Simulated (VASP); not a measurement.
# GaSb (F-43m) in VASP: a series of runs

Runs on GaSb. Level: PBEsol. Tasks: single point, relaxation of cell and atoms.

Everything below comes from runs of VASP 6.6.1. Logs are shortened: lines on timing, memory, paths and dates and some standing lists are left out, and cuts for length are marked.

### Step 1. The cell of the first run

The structure is cubic, space group F-43m (No. 216). The conventional cell has a = 5.600 Å, b = 5.600 Å, c = 5.600 Å, α = 90.00°, β = 90.00°, γ = 90.00°. Ga (site symmetry -43m) has 4 Sb at 2.42 Å within 3.2 Å. Within 3.2 Å of Sb (site symmetry -43m) lie 4 Ga at 2.42 Å.

### Step 2. Single point, PBEsol

Contents of INCAR:

```
SYSTEM = GaSb
PREC = Accurate
ENCUT = 520
EDIFF = 1E-6
ISMEAR = -1
SIGMA = 0.15
LREAL = .FALSE.
LASPH = .TRUE.
NELM = 60
ALGO = Normal
ISIF = 2
LWAVE = .FALSE.
LCHARG = .TRUE.
GGA = PS
LELF = .TRUE.
LVHAR = .TRUE.
NBANDS = 16
```

Contents of KPOINTS:

```
regular mesh
0
G
  12 12 12
  0 0 0
```

Contents of POSCAR:

```
GaSb
1.0
    0.0000000000      2.8000357962      2.8000357962
    2.8000357962      0.0000000000      2.8000357962
    2.8000357962      2.8000357962      0.0000000000
Ga Sb
1 1
Direct
    0.0000000000      0.0000000000      0.0000000000
    0.7500000000      0.7500000000      0.7500000000
```

Potentials or basis: VASP PAW PBE potentials, release 64 (Ga_d, Sb).

Command:

```bash
$ cat potpaw_PBE.64/Ga_d/POTCAR potpaw_PBE.64/Sb/POTCAR > POTCAR
$ mpirun -np 1 vasp_std > vasp.out
```

OUTCAR:

```text
SYSTEM = GaSb
   PREC = Accurate
   ENCUT = 520
   EDIFF = 1E-6
   ISMEAR = -1
   LREAL = .FALSE.
   LASPH = .TRUE.
   NELM = 60
   ISIF = 2
   GGA = PS

 ion  position               nearest neighbor table
   1  0.000  0.000  0.000-   2 2.42   2 2.42   2 2.42   2 2.42
   2  0.750  0.750  0.750-   1 2.42   1 2.42   1 2.42   1 2.42

  LATTYP: Found a face centered cubic cell.
 ALAT       =     5.6000715924

  Lattice vectors:

 A1 = (   0.0000000000,   2.8000357962,   2.8000357962)
 A2 = (   2.8000357962,   0.0000000000,   2.8000357962)
 A3 = (   2.8000357962,   2.8000357962,   0.0000000000)

Analysis of symmetry for initial positions (statically):
=====================================================================
 Subroutine PRICEL returns:
 Original cell was already a primitive cell.

 Routine SETGRP: Setting up the symmetry group for a
 face centered cubic supercell.

 Subroutine GETGRP returns: Found 24 space group operations
 (whereof 24 operations were pure point group operations)
 out of a pool of 48 trial point group operations.

The static configuration has the point symmetry T_d .

Analysis of symmetry for dynamics (positions and initial velocities):
=====================================================================
 Subroutine PRICEL returns:
 Original cell was already a primitive cell.

 Routine SETGRP: Setting up the symmetry group for a
 face centered cubic supercell.

 Subroutine GETGRP returns: Found 24 space group operations
 (whereof 24 operations were pure point group operations)
 out of a pool of 48 trial point group operations.

The dynamic configuration has the point symmetry T_d .

 Subroutine INISYM returns: Found 24 space group operations
 (whereof 24 operations are pure point group operations),
 and found     1 'primitive' translations

----------------------------------------------------------------------------------------

                                     Primitive cell

  volume of cell :      43.9057

  direct lattice vectors                    reciprocal lattice vectors
     0.000000000  2.800035796  2.800035796    -0.178569146  0.178569146  0.178569146
     2.800035796  0.000000000  2.800035796     0.178569146 -0.178569146  0.178569146
     2.800035796  2.800035796  0.000000000     0.178569146  0.178569146 -0.178569146

  length of vectors
     3.959848598  3.959848598  3.959848598     0.309290833  0.309290833  0.309290833

  position of ions in fractional coordinates (direct lattice)
     0.000000000  0.000000000  0.000000000
     0.750000000  0.750000000  0.750000000

  ion indices of the primitive-cell ions
   primitive index   ion index
                 1           1
                 2           2

----------------------------------------------------------------------------------------

 KPOINTS: regular mesh

Automatic generation of k-mesh.
 Grid dimensions read from file:
 generate k-points for:   12   12   12

 Generating k-lattice:

  Cartesian coordinates                     Fractional coordinates (reciprocal lattice)
    -0.014880762  0.014880762  0.014880762     0.083333333  0.000000000  0.000000000
     0.014880762 -0.014880762  0.014880762     0.000000000  0.083333333  0.000000000
     0.014880762  0.014880762 -0.014880762     0.000000000  0.000000000  0.083333333

  Length of vectors
     0.025774236  0.025774236  0.025774236

  Shift w.r.t. Gamma in fractional coordinates (k-lattice)
     0.000000000  0.000000000  0.000000000

 Subroutine IBZKPT returns following result:
 ===========================================

 Found     72 irreducible k-points:

 Following reciprocal coordinates:
            Coordinates               Weight
  0.000000  0.000000  0.000000      1.000000
  0.083333  0.000000  0.000000      8.000000
  0.166667  0.000000  0.000000      8.000000
  0.250000  0.000000  0.000000      8.000000
  0.333333  0.000000  0.000000      8.000000
  0.416667  0.000000  0.000000      8.000000
[... 16 lines left out ...]
  0.500000  0.166667  0.000000     24.000000
 -0.416667  0.166667  0.000000     24.000000
 [... further k-points ...]
   k-points           NKPTS =     72   k-points in BZ     NKDIM =     72   number of bands    NBANDS=     16
   number of dos      NEDOS =    301   number of ions     NIONS =      2
   total plane-waves  NPLWV =  27000
   dimension x,y,z NGX =    30 NGY =   30 NGZ =   30
   dimension x,y,z NGXF=    60 NGYF=   60 NGZF=   60
   ions per type =               1   1
   NGX,Y,Z   is equivalent  to a cutoff of  12.59, 12.59, 12.59 a.u.
   NGXF,Y,Z  is equivalent  to a cutoff of  25.19, 25.19, 25.19 a.u.
 SYSTEM =  GaSb
   PREC   = accura    normal or accurate (medium, high low for compatibility)
   ISTART =      0    job   : 0-new  1-cont  2-samecut
   ICHARG =      2    charge: 1-file 2-atom 10-const
   ISPIN  =      1    spin polarized calculation?
   LNONCOLLINEAR =      F non collinear calculations
   LSORBIT =      F    spin-orbit coupling
   LASPH  =      T    aspherical Exc in radial PAW
   ENCUT  =  520.0 eV  38.22 Ry    6.18 a.u.   7.36  7.36  7.36*2*pi/ulx,y,z
   NELM   =     60;   NELMIN=  2; NELMDL= -5     # of ELM steps
   EDIFF  = 0.1E-05   stopping-criterion for ELM
   LREAL  =      F    real-space projection
   EDIFFG = 0.1E-04   stopping-criterion for IOM
   NSW    =      0    number of steps for IOM
   IBRION =     -1    ionic relax: 0-MD 1-quasi-New 2-CG
   NFREE  =      0    steps in history (QN), initial steepest desc. (CG)
   ISIF   =      2    stress and relaxation
   ISYM   =      2    0-nonsym 1-usesym 2-fastsym
   POTIM  = 0.5000    time-step for ionic-motion
   TEBEG  =    0.0;   TEEND  =   0.0 temperature during run
   PSTRESS=    0.0 pullay stress
   NELECT =      18.0000    total number of electrons
   NUPDOWN=      -1.0000    fix difference up-down
   EMIN   =  10.00;   EMAX   =-10.00  energy-range for DOS
   EFERMI =   0.00;   METHOD = LEGACY
   ISMEAR =    -1;   SIGMA  =   0.15  broadening in eV -4-tet -1-fermi 0-gaus
   EFERMI_NEDOS =   21; number of points for ismear=-14 and -15
   IALGO  =     38    algorithm
   IMIX   =      4    mixing-type and parameters
     AMIX     =   0.40;   BMIX     =  1.00
     AMIX_MAG =   1.60;   BMIX_MAG =  1.00
  volume/ion in A,a.u.               =      21.95       148.15
  Fermi-wavevector in a.u.,A,eV,Ry     =   1.216164  2.298216 20.123758  1.479054
  Thomas-Fermi vector in A             =   2.351527
   LORBIT       =      0    0 simple, 1 ext, 2 COOP (PROOUT), +10 PAW based schemes
   GGA     = PS    functional components
   LHFCALC =     F    Hartree Fock is set to
   AEXX    =    0.0000 exact exchange contribution
   IVDW    =     0    specifies the selected vdW correction
   LEPSILON=     F    determine dielectric tensor
   LRPA    =     F    only Hartree local field effects (RPA)
 non-spin polarized calculation
  energy-cutoff  :      520.00
  volume of cell :       43.91
 maximum number of plane-waves:      1243
 NGX is ok and might be reduce to    30
   NGX = 15   NGY = 15   NGZ = 15

 number of electron      18.0000012 magnetization

 Free energy of the ion-electron system (eV)
  ---------------------------------------------------
  ext. energy  EPLUGINS =         0.00000000
  ---------------------------------------------------
  free energy    TOTEN  =        -7.33943936 eV

  energy without entropy =       -7.33257890  energy(sigma->0) =       -7.33600913

 E-fermi :   7.9760     XC(G=0): -10.4736

 val. band max:        7.8877611159   @ k =   0.0000   0.0000   0.0000
 cond. band min:       8.1662294725   @ k =   0.4167   0.4167   0.0000
 fundamental gap:      0.2784683565
 Fermi energy:         7.9760333564

 k-point     1 :       0.0000    0.0000    0.0000
  band No.  band energies     occupation
      1      -7.9167      2.00000
      2      -7.9167      2.00000
      3      -7.9167      2.00000
      4      -7.8087      2.00000
      5      -7.8087      2.00000
      6      -5.8228      2.00000
[... 8 lines left out ...]
     15      16.9938      0.00000
     16      16.9938      0.00000

 k-point     2 :       0.0833    0.0000    0.0000
  band No.  band energies     occupation
      1      -7.9233      2.00000
      2      -7.9146      2.00000
      3      -7.9146      2.00000
      4      -7.8091      2.00000
      5      -7.8091      2.00000
      6      -5.7241      2.00000
[... 8 lines left out ...]
     15      16.1350      0.00000
     16      16.1350      0.00000

 k-point     3 :       0.1667    0.0000    0.0000
  band No.  band energies     occupation
      1      -7.9402      2.00000
      2      -7.9092      2.00000
      3      -7.9092      2.00000
      4      -7.8100      2.00000
      5      -7.8100      2.00000
      6      -5.4329      2.00000
[... 8 lines left out ...]
     15      15.5385      0.00000
     16      15.5385      0.00000

 k-point     4 :       0.2500    0.0000    0.0000
  band No.  band energies     occupation
      1      -7.9615      2.00000
      2      -7.9022      2.00000
      3      -7.9022      2.00000
      4      -7.8106      2.00000
      5      -7.8106      2.00000
      6      -4.9652      2.00000
[... 8 lines left out ...]
     15      15.5815      0.00000
     16      15.5815      0.00000
[... 324 lines left out ...]
 k-point    22 :       0.4167    0.1667    0.0000
  band No.  band energies     occupation
      1      -7.9966      2.00000
      2      -7.8874      2.00000
      3      -7.8828      2.00000
      4      -7.8207      2.00000
      5      -7.8069      2.00000
      6      -3.8171      2.00000
[... 8 lines left out ...]
     15      18.5500      0.00000
     16      18.6526      0.00000

 k-point    23 :       0.5000    0.1667    0.0000
  band No.  band energies     occupation
      1      -8.0035      2.00000
      2      -7.8860      2.00000
      3      -7.8811      2.00000
      4      -7.8179      2.00000
      5      -7.8083      2.00000
      6      -3.2408      2.00000
[... 8 lines left out ...]
     15      18.6716      0.00000
     16      18.8425      0.00000

 k-point    24 :      -0.4167    0.1667    0.0000
  band No.  band energies     occupation
      1      -8.0035      2.00000
      2      -7.8860      2.00000
      3      -7.8824      2.00000
      4      -7.8147      2.00000
      5      -7.8108      2.00000
      6      -3.1330      2.00000
[... 8 lines left out ...]
     15      17.1216      0.00000
     16      17.6616      0.00000

 [... further k-points ...]

------------------------ aborting loop because EDIFF is reached ----------------------------------------

  FORCE on cell =-STRESS in cart. coord.  units (eV):
  Direction    XX          YY          ZZ          XY          YZ          ZX
  --------------------------------------------------------------------------------------
  -------------------------------------------------------------------------------------
  Total        6.9155325      6.9155325      6.9155325     -0.0000000      0.0000000     -0.0000000
  in kB      252.3570604    252.3570604    252.3570604     -0.0000000      0.0000000     -0.0000000
  external PRESSURE =     252.3570604 kB  Pullay stress =       0.0000000 kB

 VOLUME and BASIS-vectors are now :
 -----------------------------------------------------------------------------
  energy-cutoff  :      520.00
  volume of cell :       43.91
      direct lattice vectors                 reciprocal lattice vectors
     0.000000000  2.800035796  2.800035796    -0.178569146  0.178569146  0.178569146
     2.800035796  0.000000000  2.800035796     0.178569146 -0.178569146  0.178569146
     2.800035796  2.800035796  0.000000000     0.178569146  0.178569146 -0.178569146

 POSITION                                       TOTAL-FORCE (eV/Angst)
 -----------------------------------------------------------------------------------
      0.00000      0.00000      0.00000        -0.000000     -0.000000     -0.000000
      4.20005      4.20005      4.20005         0.000000      0.000000      0.000000
 -----------------------------------------------------------------------------------
    total drift:                                0.000001      0.000001      0.000001

  FREE ENERGIE OF THE ION-ELECTRON SYSTEM (eV)
  ---------------------------------------------------
  free  energy   TOTEN  =        -7.3394393573 eV

  energy  without entropy=       -7.3325789039  energy(sigma->0) =       -7.33600913
```

Run time: 32 s. Hardware: 1 thread of Intel Xeon Platinum 8488C (Sapphire Rapids), shared host; peak memory 0.2 GiB.

Results:

| Quantity | Value |
| --- | --- |
| Free energy | -7.3394 eV |
| Pressure | 25.2 GPa |
| Band gap on the k mesh | 0.28 eV, indirect (least direct gap 2.05 eV) |

Levels at points of the mesh, in eV from the valence-band top:
```tsv
k point	band 5	band 6	band 7	band 8	band 9	band 10	band 11	band 12	band 13	band 14
(0.00, 0.00, 0.00)	-15.70	-13.71	0.00	0.00	0.00	2.05	2.60	2.60	2.60	5.80
(0.50, 0.00, 0.00)	-15.70	-11.28	-8.04	-1.67	-1.67	0.99	3.61	3.61	5.94	10.73
(0.50, 0.50, 0.00)	-15.69	-10.02	-8.29	-3.70	-3.70	0.37	0.54	10.46	10.46	12.34
```

Caveat: the PAW data sets were made with another functional, which shifts forces and pressure a little; spin-orbit coupling is left out, which moves the levels of the heavy elements.

### Step 3. Relaxation of cell and atoms, PBEsol, target pressure 25 GPa, at which the enthalpy is minimised

This run uses another cell than the first one, of 28.55 Å³/atom, 1.300 times its volume.

Contents of INCAR:

```
PREC = Accurate ; ENCUT = 600
EDIFF = 1E-6 ; ISMEAR = -1
SIGMA = 0.15 ; LREAL = False
LASPH = True ; NELM = 100
ALGO = Normal ; ISIF = 3
LWAVE = False ; LCHARG = False
GGA = PS ; IBRION = 2
NSW = 80 ; EDIFFG = -0.001
PSTRESS = 250.0
```

Contents of KPOINTS:

```
Automatic mesh
0
Gamma
  12 12 12
```

Contents of POSCAR:

```
GaSb
1.0
    0.0000000000      3.0562701467      3.0562701467
    3.0562701467      0.0000000000      3.0562701467
    3.0562701467      3.0562701467      0.0000000000
Ga Sb
1 1
Direct
    0.0000000000      0.0000000000      0.0000000000
    0.7500000000      0.7500000000      0.7500000000
```

Potentials or basis: VASP PAW PBE potentials, release 64 (Ga_d, Sb).

Command:

```bash
$ cat potpaw_PBE.64/Ga_d/POTCAR potpaw_PBE.64/Sb/POTCAR > POTCAR
$ mpirun -np 1 vasp_std > vasp.out
```

Wall time 5.1 min (1 thread of Intel Xeon Platinum 8488C (Sapphire Rapids), shared host); peak memory 0.26 GiB.

The run converged. Its results:

```
Free energy                                            : -7.3539 eV
Relaxed volume                                         : 21.99 Å³/atom
Relaxed cell                                           : a = 3.962 Å, b = 3.962 Å, c = 3.962 Å, α = 60.00°, β = 60.00°, γ = 60.00°
Space group after relaxing (to 0.05 Å)                 : F-43m (No. 216)
Energy change on relaxing (the enthalpy is what falls) : +401.6 meV/atom
Ionic steps                                            : 17
Pressure after relaxing                                : 25.0 GPa
Band gap on the k mesh                                 : 0.28 eV, indirect (least direct gap 2.03 eV)
```

Step by step:
```
step  energy change (eV)  largest force (eV/Å)  pressure (GPa)  volume (Å³)
   1              0.0000                0.0000            0.07        57.10
   2              9.2030                0.0000          192.43        27.70
   3              0.5732                0.0000           19.83        45.64
   4              0.7070                0.0000           22.81        44.63
   5              0.8105                0.0000           25.14        43.94
   6              0.7733                0.0000           24.25        44.18
   7              0.7753                0.0000           24.38        44.17
   8              0.7815                0.0000           24.54        44.13
   9              0.7816                0.0000           24.50        44.13
  10              0.7820                0.0000           24.50        44.13
  11              0.7827                0.0000           24.57        44.12
  12              0.7842                0.0000           24.57        44.11
  13              0.7872                0.0000           24.65        44.09
  14              0.7933                0.0000           24.80        44.05
  15              0.8054                0.0000           25.12        43.97
  16              0.8009                0.0000           24.89        44.00
  17              0.8031                0.0000           25.00        43.99
```

Final structure:
```yaml
crystal:
  lattice:
    - [0.00000, 2.80180, 2.80180]
    - [2.80180, 0.00000, 2.80180]
    - [2.80180, 2.80180, 0.00000]
  atoms:
    - { symbol: Ga, position: [0.00000, 0.00000, 0.00000] }
    - { symbol: Sb, position: [0.75000, 0.75000, 0.75000] }
```

Levels at points of the mesh, in eV from the valence-band top:
```
           k point  band 6  band 7  band 8  band 9  band 10  band 11  band 12  band 13
(0.00, 0.00, 0.00)  -13.69    0.00    0.00    0.00     2.03     2.60     2.60     2.60
(0.50, 0.00, 0.00)  -11.27   -8.03   -1.67   -1.67     0.98     3.61     3.61     5.94
(0.50, 0.50, 0.00)  -10.01   -8.28   -3.69   -3.69     0.38     0.54    10.45    10.45
```

Caveat: the cell is relaxed towards a set pressure, so the enthalpy falls and the energy may rise; the volume moved by over 15 % at a fixed basis, so the end points are rough; the PAW data sets were made with another functional, which shifts forces and pressure a little; spin-orbit coupling is left out, which moves the levels of the heavy elements.
